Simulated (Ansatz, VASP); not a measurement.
## Ta3Si in VASP and in Ansatz

```
Ta Si
1.0
     0.00000    3.19780    3.19780
     3.19780    0.00000    3.19780
     3.19780    3.19780    0.00000
Ta Si
3 1
Cartesian
  1.5989 1.5989 1.5989
  4.7967 4.7967 4.7967
  3.1978 3.1978 3.1978
  0.0000 0.0000 0.0000
```

Alike in both runs: functional PBEsol; k mesh 12 × 12 × 12; occupations gaussian, width 0.1 eV; no spin polarisation.

Ansatz relaxed the structure, and its values are those at the end. VASP's run is a single point on that final structure, the one shown.

```csv
,VASP,Ansatz
version,VASP 6.6.1,Ansatz 0.2.0
potentials or method,"VASP PAW PBE potentials, release 64 (Ta_pv, Si), cutoff 520 eV","scalar-relativistic, plane waves, PAW"
valence electrons in the cell,37,43
```

VASP gave:

- gap on the k mesh at the Fermi level (eV): none
- pressure (GPa): 0.3

Problem. Which values does Ansatz return?

Solution. gap on the k mesh at the Fermi level (eV): none; pressure (GPa): 0.0.

VASP's potentials were made for PBE, not for PBEsol. A gap of «none» marks a metal or a gap that the smearing closes. The functional is the same, so the differences come from potentials, cutoffs and numerics. VASP's potentials hold 37 valence electrons a cell and Ansatz's 43, so a difference there can come from the potentials and not from the codes.

Neither program's run includes spin-orbit coupling.
